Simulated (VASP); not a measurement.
# Li (Im-3m) in VASP: a series of runs

The runs below take Li through single point, with PBE.

Program: VASP 6.6.1. These are calculated values, not measurements. Logs are shortened: lines on timing, memory, paths and dates and some standing lists are left out, and cuts for length are marked.

### Step 1. The cell of the first run

Symmetry: Im-3m, No. 229, cubic system. The conventional cell has a = 3.288 Å, b = 3.288 Å, c = 3.288 Å, α = 90.00°, β = 90.00°, γ = 90.00°. Within 3.8 Å of Li (site symmetry m-3m) lie 14 Li at 2.85 to 3.29 Å.

### Step 2. Single point, PBE (17.77 Å³/atom)

INCAR

```
PREC = Accurate
ENCUT = 520
EDIFF = 1E-6
ISMEAR = -1
SIGMA = 0.1
LREAL = F
LASPH = T
NELM = 100
ALGO = Normal
ISIF = 2
LWAVE = F
LCHARG = F
GGA = PE
NBANDS = 8
```

KPOINTS

```
Automatic mesh
0
Gamma
  21 21 21
```

POSCAR

```
Li
1.0
   -1.6438547832      1.6438547832      1.6438547832
    1.6438547832     -1.6438547832      1.6438547832
    1.6438547832      1.6438547832     -1.6438547832
Li
1
Direct
    0.0000000000      0.0000000000      0.0000000000
```

Potentials or basis: VASP PAW PBE potentials, release 64 (Li_sv).

Run with:

```
$ cat potpaw_PBE.64/Li_sv/POTCAR > POTCAR
$ mpirun -np 1 vasp_std > vasp.out
```

OUTCAR:

```text
PREC = Accurate
   ENCUT = 520
   EDIFF = 1E-6
   ISMEAR = -1
   LREAL = F
   LASPH = T
   NELM = 100
   ISIF = 2
   GGA = PE

 ion  position               nearest neighbor table
   1  0.000  0.000  0.000-

  LATTYP: Found a body centered cubic cell.
 ALAT       =     3.2877095664

  Lattice vectors:

 A1 = (  -1.6438547832,   1.6438547832,   1.6438547832)
 A2 = (   1.6438547832,  -1.6438547832,   1.6438547832)
 A3 = (   1.6438547832,   1.6438547832,  -1.6438547832)

Analysis of symmetry for initial positions (statically):
=====================================================================
 Subroutine PRICEL returns:
 Original cell was already a primitive cell.

 Routine SETGRP: Setting up the symmetry group for a
 body centered cubic supercell.

 Subroutine GETGRP returns: Found 48 space group operations
 (whereof 48 operations were pure point group operations)
 out of a pool of 48 trial point group operations.

The static configuration has the point symmetry O_h .

Analysis of symmetry for dynamics (positions and initial velocities):
=====================================================================
 Subroutine PRICEL returns:
 Original cell was already a primitive cell.

 Routine SETGRP: Setting up the symmetry group for a
 body centered cubic supercell.

 Subroutine GETGRP returns: Found 48 space group operations
 (whereof 48 operations were pure point group operations)
 out of a pool of 48 trial point group operations.

The dynamic configuration has the point symmetry O_h .

 Subroutine INISYM returns: Found 48 space group operations
 (whereof 48 operations are pure point group operations),
 and found     1 'primitive' translations

----------------------------------------------------------------------------------------

                                     Primitive cell

  volume of cell :      17.7685

  direct lattice vectors                    reciprocal lattice vectors
    -1.643854783  1.643854783  1.643854783     0.000000000  0.304163120  0.304163120
     1.643854783 -1.643854783  1.643854783     0.304163120  0.000000000  0.304163120
     1.643854783  1.643854783 -1.643854783     0.304163120  0.304163120  0.000000000

  length of vectors
     2.847240005  2.847240005  2.847240005     0.430151610  0.430151610  0.430151610

  position of ions in fractional coordinates (direct lattice)
     0.000000000  0.000000000  0.000000000

  ion indices of the primitive-cell ions
   primitive index   ion index
                 1           1

----------------------------------------------------------------------------------------

 KPOINTS: Automatic mesh

Automatic generation of k-mesh.
 Grid dimensions read from file:
 generate k-points for:   21   21   21

 Generating k-lattice:

  Cartesian coordinates                     Fractional coordinates (reciprocal lattice)
     0.000000000  0.014483958  0.014483958     0.047619048  0.000000000  0.000000000
     0.014483958  0.000000000  0.014483958     0.000000000  0.047619048  0.000000000
     0.014483958  0.014483958  0.000000000     0.000000000  0.000000000  0.047619048

  Length of vectors
     0.020483410  0.020483410  0.020483410

  Shift w.r.t. Gamma in fractional coordinates (k-lattice)
     0.000000000  0.000000000  0.000000000

 Subroutine IBZKPT returns following result:
 ===========================================

 Found    286 irreducible k-points:

 Following reciprocal coordinates:
            Coordinates               Weight
  0.000000  0.000000  0.000000      1.000000
  0.047619  0.000000  0.000000     12.000000
  0.095238  0.000000  0.000000     12.000000
  0.142857  0.000000  0.000000     12.000000
  0.190476  0.000000  0.000000     12.000000
  0.238095  0.000000  0.000000     12.000000
[... 16 lines left out ...]
  0.142857  0.095238 -0.000000     48.000000
  0.190476  0.095238  0.000000     48.000000
 [... further k-points ...]
   k-points           NKPTS =    286   k-points in BZ     NKDIM =    286   number of bands    NBANDS=      8
   number of dos      NEDOS =    301   number of ions     NIONS =      1
   total plane-waves  NPLWV =  13824
   dimension x,y,z NGX =    24 NGY =   24 NGZ =   24
   dimension x,y,z NGXF=    48 NGYF=   48 NGZF=   48
   ions per type =               1
   NGX,Y,Z   is equivalent  to a cutoff of  14.01, 14.01, 14.01 a.u.
   NGXF,Y,Z  is equivalent  to a cutoff of  28.03, 28.03, 28.03 a.u.
 SYSTEM =  unknown system
   PREC   = accura    normal or accurate (medium, high low for compatibility)
   ISTART =      0    job   : 0-new  1-cont  2-samecut
   ICHARG =      2    charge: 1-file 2-atom 10-const
   ISPIN  =      1    spin polarized calculation?
   LNONCOLLINEAR =      F non collinear calculations
   LSORBIT =      F    spin-orbit coupling
   LASPH  =      T    aspherical Exc in radial PAW
   ENCUT  =  520.0 eV  38.22 Ry    6.18 a.u.   5.29  5.29  5.29*2*pi/ulx,y,z
   NELM   =    100;   NELMIN=  2; NELMDL= -5     # of ELM steps
   EDIFF  = 0.1E-05   stopping-criterion for ELM
   LREAL  =      F    real-space projection
   EDIFFG = 0.1E-04   stopping-criterion for IOM
   NSW    =      0    number of steps for IOM
   IBRION =     -1    ionic relax: 0-MD 1-quasi-New 2-CG
   NFREE  =      0    steps in history (QN), initial steepest desc. (CG)
   ISIF   =      2    stress and relaxation
   ISYM   =      2    0-nonsym 1-usesym 2-fastsym
   POTIM  = 0.5000    time-step for ionic-motion
   TEBEG  =    0.0;   TEEND  =   0.0 temperature during run
   PSTRESS=    0.0 pullay stress
   NELECT =       3.0000    total number of electrons
   NUPDOWN=      -1.0000    fix difference up-down
   EMIN   =  10.00;   EMAX   =-10.00  energy-range for DOS
   EFERMI =   0.00;   METHOD = LEGACY
   ISMEAR =    -1;   SIGMA  =   0.10  broadening in eV -4-tet -1-fermi 0-gaus
   EFERMI_NEDOS =   21; number of points for ismear=-14 and -15
   IALGO  =     38    algorithm
   IMIX   =      4    mixing-type and parameters
     AMIX     =   0.40;   BMIX     =  1.00
     AMIX_MAG =   1.60;   BMIX_MAG =  1.00
  volume/ion in A,a.u.               =      17.77       119.91
  Fermi-wavevector in a.u.,A,eV,Ry     =   0.904826  1.709873 11.139230  0.818710
  Thomas-Fermi vector in A             =   2.028320
   LORBIT       =      0    0 simple, 1 ext, 2 COOP (PROOUT), +10 PAW based schemes
   GGA     = PE    functional components
   LHFCALC =     F    Hartree Fock is set to
   AEXX    =    0.0000 exact exchange contribution
   IVDW    =     0    specifies the selected vdW correction
   LEPSILON=     F    determine dielectric tensor
   LRPA    =     F    only Hartree local field effects (RPA)
 non-spin polarized calculation
  energy-cutoff  :      520.00
  volume of cell :       17.77
 maximum number of plane-waves:       489
 NGX is ok and might be reduce to    24
   NGX = 11   NGY = 11   NGZ = 11

 number of electron       2.9999996 magnetization

 Free energy of the ion-electron system (eV)
  ---------------------------------------------------
  ext. energy  EPLUGINS =         0.00000000
  ---------------------------------------------------
  free energy    TOTEN  =        -1.89544092 eV

  energy without entropy =       -1.87982920  energy(sigma->0) =       -1.88763506

 E-fermi :   1.0277     XC(G=0):  -7.3729

 val. band max:        1.0156516803   @ k =   0.4286   0.0476   0.0000
 cond. band min:       1.0410662177   @ k =  -0.3810   0.4762   0.0476
 fundamental gap:      0.0254145374
 Fermi energy:         1.0276545955

 k-point     1 :       0.0000    0.0000    0.0000
  band No.  band energies     occupation
      1     -45.2977      2.00000
      2      -2.7106      2.00000
      3      17.0603      0.00000
      4      17.0603      0.00000
      5      17.0603      0.00000
      6      22.1132      0.00000
      7      22.1132      0.00000
      8      22.1132      0.00000

 k-point     2 :       0.0476    0.0000    0.0000
  band No.  band energies     occupation
      1     -45.2971      2.00000
      2      -2.6660      2.00000
      3      16.7381      0.00000
      4      16.8013      0.00000
      5      16.9733      0.00000
      6      21.2191      0.00000
      7      21.3688      0.00000
      8      22.4948      0.00000

 k-point     3 :       0.0952    0.0000    0.0000
  band No.  band energies     occupation
      1     -45.2950      2.00000
      2      -2.5319      2.00000
      3      15.7537      0.00000
      4      16.1898      0.00000
      5      16.7199      0.00000
      6      20.1452      0.00000
      7      20.3120      0.00000
      8      22.0434      0.00000

 k-point     4 :       0.1429    0.0000    0.0000
  band No.  band energies     occupation
      1     -45.2917      2.00000
      2      -2.3076      2.00000
      3      14.2773      0.00000
      4      15.4629      0.00000
      5      16.3318      0.00000
      6      19.3305      0.00000
      7      19.5933      0.00000
      8      21.8848      0.00000

 k-point     5 :       0.1905    0.0000    0.0000
  band No.  band energies     occupation
      1     -45.2876      2.00000
      2      -1.9936      2.00000
      3      12.6157      0.00000
      4      14.7465      0.00000
      5      15.8672      0.00000
      6      18.4612      0.00000
      7      19.3635      0.00000
      8      21.9977      0.00000
[... 177 lines left out ...]
 k-point    22 :       0.0952    0.0952    0.0000
  band No.  band energies     occupation
      1     -45.2899      2.00000
      2      -2.1728      2.00000
      3      14.1497      0.00000
      4      14.4168      0.00000
      5      15.7007      0.00000
      6      19.4331      0.00000
      7      19.7589      0.00000
      8      21.9946      0.00000

 k-point    23 :       0.1429    0.0952   -0.0000
  band No.  band energies     occupation
      1     -45.2859      2.00000
      2      -1.8578      2.00000
      3      12.6032      0.00000
      4      13.6636      0.00000
      5      15.1148      0.00000
      6      19.2922      0.00000
      7      19.5435      0.00000
      8      22.1651      0.00000

 k-point    24 :       0.1905    0.0952    0.0000
  band No.  band energies     occupation
      1     -45.2814      2.00000
      2      -1.4529      2.00000
      3      10.9680      0.00000
      4      13.0370      0.00000
      5      14.5584      0.00000
      6      19.1210      0.00000
      7      19.3806      0.00000
      8      22.4938      0.00000

 [... further k-points ...]

------------------------ aborting loop because EDIFF is reached ----------------------------------------

  FORCE on cell =-STRESS in cart. coord.  units (eV):
  Direction    XX          YY          ZZ          XY          YZ          ZX
  --------------------------------------------------------------------------------------
  -------------------------------------------------------------------------------------
  Total        0.2415596      0.2415596      0.2415596      0.0000000     -0.0000000      0.0000000
  in kB       21.7813336     21.7813336     21.7813336      0.0000000     -0.0000000      0.0000000
  external PRESSURE =      21.7813336 kB  Pullay stress =       0.0000000 kB

 VOLUME and BASIS-vectors are now :
 -----------------------------------------------------------------------------
  energy-cutoff  :      520.00
  volume of cell :       17.77
      direct lattice vectors                 reciprocal lattice vectors
    -1.643854783  1.643854783  1.643854783     0.000000000  0.304163120  0.304163120
     1.643854783 -1.643854783  1.643854783     0.304163120  0.000000000  0.304163120
     1.643854783  1.643854783 -1.643854783     0.304163120  0.304163120  0.000000000

 POSITION                                       TOTAL-FORCE (eV/Angst)
 -----------------------------------------------------------------------------------
      0.00000      0.00000      0.00000         0.000000      0.000000      0.000000
 -----------------------------------------------------------------------------------
    total drift:                               -0.000000      0.000000     -0.000000

  FREE ENERGIE OF THE ION-ELECTRON SYSTEM (eV)
  ---------------------------------------------------
  free  energy   TOTEN  =        -1.8954409189 eV

  energy  without entropy=       -1.8798292043  energy(sigma->0) =       -1.88763506
```

Run time: 37 s. Hardware: 1 thread of Intel Xeon 8259CL, shared host; peak memory 0.15 GiB.

Results:

| Quantity | Value |
| --- | --- |
| Free energy | -1.8954 eV |
| Band gap on the k mesh | zero (an odd number of electrons rules out a gap without spin polarisation) |

Caveat: the cutoff is under 1.25 times the usual one of these potentials, so pressure, stress and relaxed cells hold a basis-set (Pulay) error.

### Step 3. Single point, PBE (18.58 Å³/atom)

This run uses another cell than the first one, of 18.58 Å³/atom.

INCAR

```
SYSTEM = Li
PREC     = Accurate       ! precision mode
ENCUT    = 520            ! plane-wave cutoff, eV
EDIFF    = 1E-6           ! SCF threshold, eV
ISMEAR   = -1             ! smearing method
SIGMA    = 0.1            ! smearing width, eV
LREAL    = .FALSE.        ! projectors in reciprocal space
LASPH    = .TRUE.         ! aspherical terms in the spheres
NELM     = 60             ! most SCF steps
ALGO     = Normal         ! electronic algorithm
ISIF     = 2              ! what is computed and relaxed
LWAVE    = .FALSE.        ! write WAVECAR
LCHARG   = .FALSE.        ! write CHGCAR
GGA      = PE             ! functional
NBANDS   = 8              ! bands
```

KPOINTS

```
Automatic mesh
0
G
  21 21 21
  0 0 0
```

POSCAR

```
Li
1.0
   -1.6683935469      1.6683935469      1.6683935469
    1.6683935469     -1.6683935469      1.6683935469
    1.6683935469      1.6683935469     -1.6683935469
Li
1
Direct
    0.0000000000      0.0000000000      0.0000000000
```

Potentials or basis: VASP PAW PBE potentials, release 64 (Li_sv).

Run with:

```
$ cat potpaw_PBE.64/Li_sv/POTCAR > POTCAR
$ mpirun -np 1 vasp_std > vasp.out
```

Run time: 34 s. Hardware: 1 thread of Intel Xeon 8259CL, shared host; peak memory 0.15 GiB.

Results (log left out):

```yaml
Free_energy: -1.9049 eV
Band_gap_on_the_k_mesh: zero (an odd number of electrons rules out a gap without spin polarisation)
```

Levels at points of the mesh, in eV from the Fermi level:
| k point | band 1 | band 2 | band 3 | band 4 | band 5 | band 6 |
| --- | --- | --- | --- | --- | --- | --- |
| (0.00, 0.00, 0.00) | -46.40 | -3.68 | 15.53 | 15.53 | 15.53 | 20.49 |

Caveat: the cutoff is under 1.25 times the usual one of these potentials, so pressure, stress and relaxed cells hold a basis-set (Pulay) error.

### Step 4. Single point, PBE (19.38 Å³/atom)

This run uses another cell than the first one, of 19.38 Å³/atom.

INCAR

```
SYSTEM = Li
  ALGO = Normal
  EDIFF = 1E-6
  ENCUT = 520
  GGA = PE
  ISIF = 2
  ISMEAR = -1
  LASPH = .True.
  LCHARG = .False.
  LREAL = .False.
  LWAVE = .False.
  NBANDS = 8
  NELM = 100
  PREC = Accurate
  SIGMA = 0.1
```

KPOINTS

```
k-points
0
Gamma
  21 21 21
  0 0 0
```

POSCAR

```
Li
1.0
   -1.6922309610      1.6922309610      1.6922309610
    1.6922309610     -1.6922309610      1.6922309610
    1.6922309610      1.6922309610     -1.6922309610
Li
1
Direct
    0.0000000000      0.0000000000      0.0000000000
```

Potentials or basis: VASP PAW PBE potentials, release 64 (Li_sv).

Run with:

```
$ cat potpaw_PBE.64/Li_sv/POTCAR > POTCAR
$ mpirun -np 1 vasp_std > vasp.out
```

OUTCAR:

```text
SYSTEM = Li
   EDIFF = 1E-6
   ENCUT = 520
   GGA = PE
   ISIF = 2
   ISMEAR = -1
   LASPH = .True.
   LREAL = .False.
   NELM = 100
   PREC = Accurate

 ion  position               nearest neighbor table
   1  0.000  0.000  0.000-

  LATTYP: Found a body centered cubic cell.
 ALAT       =     3.3844619220

  Lattice vectors:

 A1 = (  -1.6922309610,   1.6922309610,   1.6922309610)
 A2 = (   1.6922309610,  -1.6922309610,   1.6922309610)
[... 443 lines left out ...]
      8      21.0348      0.00000

 [... further k-points ...]

------------------------ aborting loop because EDIFF is reached ----------------------------------------

  FORCE on cell =-STRESS in cart. coord.  units (eV):
  Direction    XX          YY          ZZ          XY          YZ          ZX
  --------------------------------------------------------------------------------------
  -------------------------------------------------------------------------------------
  Total        0.0714131      0.0714131      0.0714131      0.0000000      0.0000000     -0.0000000
  in kB        5.9026852      5.9026852      5.9026852      0.0000000      0.0000000     -0.0000000
  external PRESSURE =       5.9026852 kB  Pullay stress =       0.0000000 kB

 VOLUME and BASIS-vectors are now :
 -----------------------------------------------------------------------------
  energy-cutoff  :      520.00
  volume of cell :       19.38
      direct lattice vectors                 reciprocal lattice vectors
    -1.692230961  1.692230961  1.692230961     0.000000000  0.295467942  0.295467942
     1.692230961 -1.692230961  1.692230961     0.295467942  0.000000000  0.295467942
     1.692230961  1.692230961 -1.692230961     0.295467942  0.295467942  0.000000000

 POSITION                                       TOTAL-FORCE (eV/Angst)
 -----------------------------------------------------------------------------------
      0.00000      0.00000      0.00000        -0.000000      0.000000      0.000000
 -----------------------------------------------------------------------------------
    total drift:                               -0.000000      0.000000      0.000000

  FREE ENERGIE OF THE ION-ELECTRON SYSTEM (eV)
  ---------------------------------------------------
  free  energy   TOTEN  =        -1.9103288684 eV

  energy  without entropy=       -1.8944097176  energy(sigma->0) =       -1.90236929
```

Run time: 36 s. Hardware: 1 thread of Intel Xeon 8259CL, shared host; peak memory 0.15 GiB.

Results:

```yaml
Free_energy: -1.9103 eV
Band_gap_on_the_k_mesh: zero (an odd number of electrons rules out a gap without spin polarisation)
```

Caveat: the cutoff is under 1.25 times the usual one of these potentials, so pressure, stress and relaxed cells hold a basis-set (Pulay) error.

### Step 5. Summary

| cell | gap on the mesh (eV) |
| --- | --- |
| a = 2.847 Å, angles 109.5°, 1 atom | none |
| a = 2.890 Å, angles 109.5°, 1 atom | none |
| a = 2.931 Å, angles 109.5°, 1 atom | none |

Alike in all rows: task single point; level PBE; potentials or basis VASP PAW PBE potentials, release 64 (Li_sv); no spin polarisation; k mesh 21 × 21 × 21; cutoff (eV) 520; smearing fermi-dirac 0.1 eV.

Caveats: the cutoff is under 1.25 times the usual one of these potentials, so pressure, stress and relaxed cells hold a basis-set (Pulay) error.

Absolute energies hang on the potentials; compare differences alone.
